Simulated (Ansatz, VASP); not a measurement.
## Re in VASP and in Ansatz

File INCAR:

```
SYSTEM = Re
ALGO = Normal
EDIFF = 1E-6
ENCUT = 520
GGA = PE
ISIF = 2
ISMEAR = 0
LASPH = .True.
LCHARG = .False.
LREAL = .False.
LWAVE = .False.
NBANDS = 10
NELM = 80
PREC = Accurate
SIGMA = 0.15
```

KPOINTS

```
k-points
0
Gamma
  10 10 10
  0 0 0
```

File POSCAR:

```
Re
1.0
    0.0000000000      1.9577236186      2.1730732166
    1.8500488196      0.0000000000      2.1730732166
    1.8500488196      1.9577236186      0.0000000000
Re
1
Direct
    0.0000000000      0.0000000000      0.0000000000
```

Input for Ansatz:

```yaml
crystal:
  lattice:
    - [0.0, 1.9577236186, 2.1730732166]
    - [1.8500488196, 0.0, 2.1730732166]
    - [1.8500488196, 1.9577236186, 0.0]
  atoms:
    - { symbol: Re, position: [0.0, 0.0, 0.0] }
basis:
  ecutwfc: 420
kpoints:
  mp_grid: { grid: [10, 10, 10] }
hamiltonian:
  xc: pbe
scf:
  occupations: { method: gaussian, width: 0.15 }
output:
  forces: true
  stress: true
  eigenvalues: true
```

Change from the starting cell: normal strain along x -0.0550, normal strain along z +0.1100.

Alike in both runs: task single point; functional PBE; k mesh 10 × 10 × 10; occupations gaussian, width 0.15 eV; no spin polarisation.

|  | VASP | Ansatz |
| --- | --- | --- |
| version | VASP 6.6.1 | Ansatz 0.2.0 |
| potentials or method | VASP PAW PBE potentials, release 64 (Re), cutoff 520 eV | scalar-relativistic, plane waves, PAW |
| valence electrons in the cell | 7 | 15 |

Ansatz gave:

```
gap on the k mesh at the Fermi level (eV)                     : none
pressure (GPa)                                                : -13.1
traceless stress, the component that is largest in VASP (GPa) : -20.62
```

Q: Estimate VASP's values.

A: gap on the k mesh at the Fermi level (eV): none; pressure (GPa): -13.9; traceless stress, the component that is largest in VASP (GPa): -20.27.

A gap of «none» marks a metal or a gap that the smearing closes. VASP's potentials hold 7 valence electrons a cell and Ansatz's 15, so a difference there can come from the potentials and not from the codes.

Neither program's run includes spin-orbit coupling.
